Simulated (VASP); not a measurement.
# PbSe (I4/mmm) in VASP: a series of runs, part 2 of 2

VASP 6.6.1. The steps go on from the part before.

## (4) Single point, PBE+D3(BJ) (32.31 Å³/atom)

File INCAR:

```
SYSTEM = PbSe
PREC     = Accurate       ! precision mode
ENCUT    = 520            ! plane-wave cutoff, eV
EDIFF    = 1E-6           ! SCF threshold, eV
ISMEAR   = 0              ! smearing method
SIGMA    = 0.03           ! smearing width, eV
LREAL    = .FALSE.        ! projectors in reciprocal space
LASPH    = .TRUE.         ! aspherical terms in the spheres
NELM     = 80             ! most SCF steps
ALGO     = Normal         ! electronic algorithm
ISIF     = 2              ! what is computed and relaxed
LWAVE    = .FALSE.        ! write WAVECAR
LCHARG   = .FALSE.        ! write CHGCAR
GGA      = PE             ! functional
IVDW     = 12             ! dispersion correction
NBANDS   = 17             ! bands
```

File KPOINTS:

```
regular mesh
0
G
  10 10 10
  0 0 0
```

File POSCAR:

```
PbSe
1.0
    0.0000000000      3.2194274792      3.1176935709
    3.2194274792      0.0000000000      3.1176935709
    3.2194274792      3.2194274792      0.0000000000
Pb Se
1 1
Direct
    0.0000000000      0.0000000000      0.0000000000
    0.5000000000      0.5000000000      0.5000000000
```

Potentials or basis: VASP PAW PBE potentials, release 64 (Pb_d, Se).

Command:

```
$ cat potpaw_PBE.64/Pb_d/POTCAR potpaw_PBE.64/Se/POTCAR > POTCAR
$ mpirun -np 1 vasp_std > vasp.out
```

OUTCAR:

```text
SYSTEM = PbSe
   PREC = Accurate
   ENCUT = 520
   EDIFF = 1E-6
   ISMEAR = 0
   LREAL = .FALSE.
   LASPH = .TRUE.
   NELM = 80
   ISIF = 2
   GGA = PE
   IVDW = 12
 IVDW          = 12

 ion  position               nearest neighbor table
   1  0.000  0.000  0.000-   2 3.12   2 3.12   2 3.22   2 3.22   2 3.22   2 3.22
   2  0.500  0.500  0.500-   1 3.12   1 3.12   1 3.22   1 3.22   1 3.22   1 3.22

  LATTYP: Found a body centered tetragonal cell.
 ALAT       =     4.5529580042
 C/A-ratio  =     1.3695244138

  Lattice vectors:

 A1 = (   0.0000000000,  -3.2194274792,  -3.1176935709)
 A2 = (   0.0000000000,   3.2194274792,  -3.1176935709)
 A3 = (   3.2194274792,   0.0000000000,   3.1176935709)

Analysis of symmetry for initial positions (statically):
=====================================================================
 Subroutine PRICEL returns:
 Original cell was already a primitive cell.

 Routine SETGRP: Setting up the symmetry group for a
 body centered tetragonal supercell.

 Subroutine GETGRP returns: Found 16 space group operations
 (whereof 16 operations were pure point group operations)
 out of a pool of 16 trial point group operations.

The static configuration has the point symmetry D_4h.

Analysis of symmetry for dynamics (positions and initial velocities):
=====================================================================
 Subroutine PRICEL returns:
 Original cell was already a primitive cell.

 Routine SETGRP: Setting up the symmetry group for a
 body centered tetragonal supercell.

 Subroutine GETGRP returns: Found 16 space group operations
 (whereof 16 operations were pure point group operations)
 out of a pool of 16 trial point group operations.

The dynamic configuration has the point symmetry D_4h.

 Subroutine INISYM returns: Found 16 space group operations
 (whereof 16 operations are pure point group operations),
 and found     1 'primitive' translations

----------------------------------------------------------------------------------------

                                     Primitive cell

[... 112 lines left out ...]
  Fermi-wavevector in a.u.,A,eV,Ry     =   1.107332  2.092554 16.683254  1.226185
  Thomas-Fermi vector in A             =   2.243845
   LORBIT       =      0    0 simple, 1 ext, 2 COOP (PROOUT), +10 PAW based schemes
   GGA     = PE    functional components
   LHFCALC =     F    Hartree Fock is set to
   AEXX    =    0.0000 exact exchange contribution
   IVDW    =    12    specifies the selected vdW correction
   LEPSILON=     F    determine dielectric tensor
   LRPA    =     F    only Hartree local field effects (RPA)
 non-spin polarized calculation
 Gauss-broadening in eV      SIGMA  =   0.03
  energy-cutoff  :      520.00
  volume of cell :       64.63
 maximum number of plane-waves:      1767
 NGX is ok and might be reduce to    36
   NGX = 17   NGY = 17   NGZ = 17

 number of electron      19.9999997 magnetization

 Free energy of the ion-electron system (eV)
  ---------------------------------------------------
  ext. energy  EPLUGINS =         0.00000000
  ---------------------------------------------------
  free energy    TOTEN  =        -8.14497559 eV

  energy without entropy =       -8.14497559  energy(sigma->0) =       -8.14497559

 E-fermi :   3.8292     XC(G=0):  -8.9878

 val. band max:        3.6335222832   @ k =   0.5000   0.0000   0.0000
 cond. band min:       4.2345651265   @ k =   0.5000   0.0000   0.0000
 fundamental gap:      0.6010428434
 Fermi energy:         3.8292166400

 k-point     1 :       0.0000    0.0000    0.0000
  band No.  band energies     occupation
      1     -13.0203      2.00000
      2     -13.0136      2.00000
      3     -13.0066      2.00000
      4     -13.0066      2.00000
      5     -12.9927      2.00000
      6      -8.9874      2.00000
[... 457 lines left out ...]
      4     -12.9845      2.00000
      5     -12.9834      2.00000
      6      -8.1348      2.00000
[... 9 lines left out ...]
     16      14.1191      0.00000
     17      15.0591      0.00000

 [... further k-points ...]

------------------------ aborting loop because EDIFF is reached ----------------------------------------

 Edisp (eV)   -0.67517

 E8    (eV) :    -0.3161

  FORCE on cell =-STRESS in cart. coord.  units (eV):
  Direction    XX          YY          ZZ          XY          YZ          ZX
  --------------------------------------------------------------------------------------
  -------------------------------------------------------------------------------------
  Total      -1.18372    -1.18372    -0.19452     0.00000     0.00000     0.00000
  in kB     -29.34520   -29.34520    -4.82229     0.00000     0.00000     0.00000
  external pressure =      -21.17 kB  Pullay stress =        0.00 kB

 VOLUME and BASIS-vectors are now :
 -----------------------------------------------------------------------------
  energy-cutoff  :      520.00
  volume of cell :       64.63
      direct lattice vectors                 reciprocal lattice vectors
     0.000000000  3.219427479  3.117693571    -0.155307117  0.155307117  0.160374966
     3.219427479  0.000000000  3.117693571     0.155307117 -0.155307117  0.160374966
     3.219427479  3.219427479  0.000000000     0.155307117  0.155307117 -0.160374966

 POSITION                                       TOTAL-FORCE (eV/Angst)
 -----------------------------------------------------------------------------------
      0.00000      0.00000      0.00000         0.000000     -0.000000      0.000000
      3.21943      3.21943      3.11769         0.000000      0.000000      0.000000
 -----------------------------------------------------------------------------------
    total drift:                                0.000000      0.000000      0.000000

  FREE ENERGIE OF THE ION-ELECTRON SYSTEM (eV)
  ---------------------------------------------------
  free  energy   TOTEN  =        -8.8201461584 eV

  energy  without entropy=       -8.8201461584  energy(sigma->0) =       -8.82014616
```

OSZICAR:

```text
N       E                     dE             d eps       ncg     rms          rms(c)
DAV:   1     0.157853110970E+03    0.15785E+03   -0.93539E+03  3476   0.115E+03
DAV:   2     0.371862122838E+01   -0.15413E+03   -0.14876E+03  3675   0.298E+02
DAV:   3    -0.823107881917E+01   -0.11950E+02   -0.11860E+02  4412   0.895E+01
DAV:   4    -0.852016472785E+01   -0.28909E+00   -0.28883E+00  4329   0.161E+01
DAV:   5    -0.852997204257E+01   -0.98073E-02   -0.98068E-02  4907   0.285E+00    0.270E+00
DAV:   6    -0.814474208200E+01    0.38523E+00   -0.10262E+00  5107   0.607E+00    0.138E+00
DAV:   7    -0.814154215899E+01    0.31999E-02   -0.13662E-01  4069   0.166E+00    0.819E-01
DAV:   8    -0.814560981653E+01   -0.40677E-02   -0.17224E-02  4076   0.131E+00    0.217E-01
DAV:   9    -0.814484071632E+01    0.76910E-03   -0.37830E-03  5172   0.494E-01    0.779E-02
DAV:  10    -0.814496515398E+01   -0.12444E-03   -0.30296E-04  3955   0.103E-01    0.274E-02
DAV:  11    -0.814497526337E+01   -0.10109E-04   -0.49965E-05  4590   0.697E-02    0.623E-03
DAV:  12    -0.814497559391E+01   -0.33054E-06   -0.24933E-06  4544   0.121E-02
   1 F= -.88201462E+01 E0= -.88201462E+01  d E =-.224263E-22
```

stdout:

```text
POSCAR found type information on POSCAR PbSe
 POSCAR found :  2 types and       2 ions
 scaLAPACK will be used
 LDA part: xc-table for (Slater+PW92), standard interpolation
 POSCAR, INCAR and KPOINTS ok, starting setup
 FFT: planning ... GRIDC
 FFT: planning ... GRID_SOFT
 FFT: planning ... GRID
 WAVECAR not read
 entering main loop
```

It took 2.2 min on 1 thread of Intel Xeon 8259CL, shared host; peak memory 0.29 GiB.

What came out:

```
Free energy                : -8.8201 eV
Pressure                   : -2.1 GPa
Band gap on the k mesh     : 0.60 eV
Dispersion energy per atom : -0.338 eV
```

Caveat: spin-orbit coupling is left out, which moves the levels of the heavy elements.

## (5) The runs side by side

| cell | gap on the mesh (eV) | pressure (GPa) |
| --- | --- | --- |
| a = 4.452, b = 4.452, c = 4.626 Å, angles 58.7, 58.7, 62.6°, 2 atoms | 0.47 | -1.6 |
| a = 4.572, b = 4.572, c = 4.386 Å, angles 61.3, 61.3, 57.3°, 2 atoms | 0.51 | -1.8 |
| a = 4.482, b = 4.482, c = 4.553 Å, angles 59.5, 59.5, 61.1°, 2 atoms | 0.60 | -2.1 |

Alike in all rows: task single point; level PBE+D3(BJ); potentials or basis VASP PAW PBE potentials, release 64 (Pb_d, Se); no spin polarisation; k mesh 10 × 10 × 10; cutoff (eV) 520; smearing gaussian 0.03 eV.

Caveats: spin-orbit coupling is left out, which moves the levels of the heavy elements.

Absolute energies hang on the potentials; compare differences alone.
